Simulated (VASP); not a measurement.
A run of VASP 6.6.1 is set up as follows.

File INCAR:

```
ALGO = Fast
EDIFF = 1E-7
ENCUT = 520
GGA = CA
ISIF = 2
ISMEAR = 0
LASPH = True
LCHARG = True
LELF = True
LREAL = False
LVHAR = True
LWAVE = False
NBANDS = 12
NELM = 100
PREC = Accurate
SIGMA = 0.15
```

Contents of KPOINTS:

```
k-points
0
Gamma
  22 22 22
```

POSCAR

```
Nb
1.0
    0.0000000000      1.9902912011      2.3883494413
    1.9902912011      0.0000000000      2.3883494413
    1.9902912011      1.9902912011      0.0000000000
Nb
1
Direct
    0.0000000000      0.0000000000      0.0000000000
```

Potentials or basis: VASP PAW LDA potentials, release 64 (Nb_sv).

Command:

```console
$ cat potpaw_LDA.64/Nb_sv/POTCAR > POTCAR
$ mpirun -np 1 vasp_std > vasp.out
```

(1) Predict the pressure.

Results:

(1) -13.0 GPa.
